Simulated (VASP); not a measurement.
Set up this calculation in VASP 6.6.1, as the native input.

```yaml
Task: single point
Functional: r2SCAN
Potentials_or_basis: VASP PAW PBE potentials, release 64 (Cs_sv, H)
Cutoff: 520 eV
k_mesh: 6 × 6 × 6
Occupations: gaussian, width 0.02 eV
Spin: no spin polarisation
Dipole_correction: no
Further_INCAR_settings: ALGO = Normal; EDIFF = 1e-06; NBANDS = 12
```

CsH:

```
CELL_PARAMETERS angstrom
0.00000 3.09462 3.09462
3.09462 0.00000 3.09462
3.09462 3.09462 0.00000
ATOMIC_POSITIONS crystal
Cs 0.00000 0.00000 0.00000
H 0.50000 0.50000 0.50000
```

One way to write it, as run:

POSCAR

```
CsH
1.0
    0.0000000000      3.0946244950      3.0946244950
    3.0946244950      0.0000000000      3.0946244950
    3.0946244950      3.0946244950      0.0000000000
Cs H
1 1
Direct
    0.0000000000      0.0000000000      0.0000000000
    0.5000000000      0.5000000000      0.5000000000
```

INCAR.step1

```
SYSTEM = CsH
PREC = Accurate
ENCUT = 520
ISMEAR = 0
SIGMA = 0.02
LREAL = .False.
LASPH = .True.
NELM = 80
NBANDS = 12
GGA = PE
ALGO = Normal
EDIFF = 1E-4
LWAVE = .True.
LCHARG = .False.
```

INCAR.step2

```
SYSTEM = CsH
PREC = Accurate
ENCUT = 520
EDIFF = 1E-6
ISMEAR = 0
SIGMA = 0.02
LREAL = .False.
LASPH = .True.
NELM = 80
ALGO = Normal
ISIF = 2
LWAVE = .False.
LCHARG = .True.
METAGGA = R2SCAN
LMIXTAU = .True.
LELF = .True.
LVHAR = .True.
NBANDS = 12
ISTART = 1
```

KPOINTS

```
regular mesh
0
Gamma
  6 6 6
  0 0 0
```

Potentials or basis: VASP PAW PBE potentials, release 64 (Cs_sv, H).

The run is started by

```sh
$ cat potpaw_PBE.64/Cs_sv/POTCAR potpaw_PBE.64/H/POTCAR > POTCAR
$ cp INCAR.step1 INCAR
$ mpirun -np 1 vasp_std > vasp.out
$ cp INCAR.step2 INCAR
$ mpirun -np 1 vasp_std > vasp.out
```

Results of the run:

```
Pressure               : 1.1 GPa
Band gap on the k mesh : 2.55 eV
```

Caveat: the PAW data sets were made with another functional, which shifts forces and pressure a little; spin-orbit coupling is left out, which moves the levels of the heavy elements.

It took 83 s on 1 thread of Intel(R) Xeon(R) Platinum 8375C CPU @ 2.90GHz (Ice Lake) (shared host), peak memory 0.21 GiB.
